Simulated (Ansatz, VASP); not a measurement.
**Two plane-wave programs on InSe**

```
CELL_PARAMETERS angstrom
4.00585 0.00000 0.00000
-2.00293 3.46917 0.00000
0.00000 0.00000 17.00217
ATOMIC_POSITIONS crystal
In 0.33333 0.66667 0.17318
In 0.66667 0.33333 0.67318
In 0.33333 0.66667 0.32682
In 0.66667 0.33333 0.82682
Se 0.33333 0.66667 0.60195
Se 0.66667 0.33333 0.10195
Se 0.33333 0.66667 0.89805
Se 0.66667 0.33333 0.39805
```

Change from the starting cell: mode 12 (107.6 1/cm) frozen in, largest displacement +0.150 Å.

Alike in both runs: task single point; functional PBEsol; k mesh 12 × 12 × 2; occupations gaussian, width 0.05 eV; no spin polarisation.

```csv
,VASP,Ansatz
version,VASP 6.6.1,Ansatz 0.2.0
potentials or method,"VASP PAW PBE potentials, release 64 (In_d, Se), cutoff 520 eV","scalar-relativistic, plane waves, PAW"
valence electrons in the cell,76,116
```

|  | VASP | Ansatz | Ansatz less VASP |
| --- | --- | --- | --- |
| gap on the k mesh at the Fermi level (eV) | 0.54 | 0.55 | +0.012 |
| least direct gap on the mesh (eV) | 0.54 | 0.55 | +0.012 |
| pressure (GPa) | 2.8 | 2.8 | -0.07 |
| traceless stress, the component that is largest in VASP (GPa) | 2.79 | 2.81 | +0.019 |
| rms of the force components (eV/Å) | 0.347 | 0.348 | +0.0012 |

VASP's potentials were made for PBE, not for PBEsol. Atom by atom the forces differ by 0.012 eV/Å (rms over components). The functional is the same, so the differences come from potentials, cutoffs and numerics. VASP's potentials hold 76 valence electrons a cell and Ansatz's 116, so a difference there can come from the potentials and not from the codes.
